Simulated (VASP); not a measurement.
Here is a VASP 6.6.1 calculation.

The input INCAR:

```
ALGO = Normal ; EDIFF = 1E-6
ENCUT = 520 ; ISIF = 2
ISMEAR = -1 ; ISPIN = 2
LASPH = T ; LCHARG = F
LMAXMIX = 4 ; LORBIT = 11
LREAL = F ; LWAVE = F
MAGMOM = -1.558 -1.558 ; NBANDS = 20
NELM = 150 ; PREC = Accurate
SIGMA = 0.05
```

File KPOINTS:

```
k-points
0
Gamma
  24 24 13
```

The input POSCAR:

```
Co
1.0
    2.3608590821      0.0000000000      0.0000000000
   -1.1804295410      2.0445639399      0.0000000000
    0.0000000000      0.0000000000      3.8154737187
Co
2
Direct
    0.3333333333      0.6666666667      0.2500000000
    0.6666666667      0.3333333333      0.7500000000
```

Potentials or basis: VASP PAW LDA potentials, release 64 (Co).

Run with:

```bash
$ cat potpaw_LDA.64/Co/POTCAR > POTCAR
$ mpirun -np 1 vasp_std > vasp.out
```

Task: Predict the net moment.

Result: -2.62 μB per cell.

Task: Estimate the pressure.

Result: 24.2 GPa.

Stress tensor (GPa, compression positive):
```
24.61  0.00  0.00
 0.00 24.61  0.00
 0.00  0.00 23.25
```

Caveat: the cell stands under pressure.
